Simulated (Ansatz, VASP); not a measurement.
CaO in VASP and in Ansatz

Contents of POSCAR:

```
CaO
1.0
    0.0000000000      2.3974236343      2.3974236343
    2.3974236343      0.0000000000      2.3974236343
    2.3974236343      2.3974236343      0.0000000000
Ca O
1 1
Direct
    0.5000000000      0.5000000000      0.5000000000
    0.0000000000      0.0000000000      0.0000000000
```

Contents of INCAR.step1:

```
SYSTEM = CaO
ALGO = Normal
EDIFF = 1E-4
ENCUT = 520
GGA = PE
ISMEAR = -1
LASPH = .True.
LCHARG = .False.
LREAL = .False.
LWAVE = .True.
NBANDS = 15
NELM = 60
PREC = Accurate
SIGMA = 0.1
```

The input INCAR.step2:

```
SYSTEM = CaO
ALGO = Normal
EDIFF = 1E-6
ENCUT = 520
ISIF = 2
ISMEAR = -1
ISTART = 1
LASPH = .True.
LCHARG = .False.
LMIXTAU = .True.
LREAL = .False.
LWAVE = .False.
METAGGA = R2SCAN
NBANDS = 15
NELM = 60
PREC = Accurate
SIGMA = 0.1
```

KPOINTS

```
k-points
0
Gamma
  8 8 8
  0 0 0
```

Input for Ansatz:

```yaml
crystal:
  lattice:
    - [0.0, 2.3974236343, 2.3974236343]
    - [2.3974236343, 0.0, 2.3974236343]
    - [2.3974236343, 2.3974236343, 0.0]
  atoms:
    - { symbol: Ca, position: [0.5, 0.5, 0.5] }
    - { symbol: O, position: [0.0, 0.0, 0.0] }
basis:
  ecutwfc: 500
  ecutrho_ratio: 4
kpoints:
  mp_grid: { grid: [8, 8, 8] }
hamiltonian:
  xc: r2scan
scf:
  occupations: { method: fermi_dirac, width: 0.1 }
output:
  forces: true
  stress: true
```

Alike in both runs: task single point; functional r2SCAN; k mesh 8 × 8 × 8; occupations fermi-dirac, width 0.1 eV; no spin polarisation.

|  | VASP | Ansatz |
| --- | --- | --- |
| version | VASP 6.6.1 | Ansatz 0.2.0 |
| potentials or method | VASP PAW PBE potentials, release 64 (Ca_sv, O), cutoff 520 eV | scalar-relativistic, plane waves, PAW |
| valence electrons in the cell | 16 | 16 |

VASP gave:

- pressure (GPa): 1.1

Problem. Estimate Ansatz's values.

Solution. Pressure (GPa): 0.0.

VASP's potentials were made for PBE, not for r2SCAN. The functional is the same, so the differences come from potentials, cutoffs and numerics.
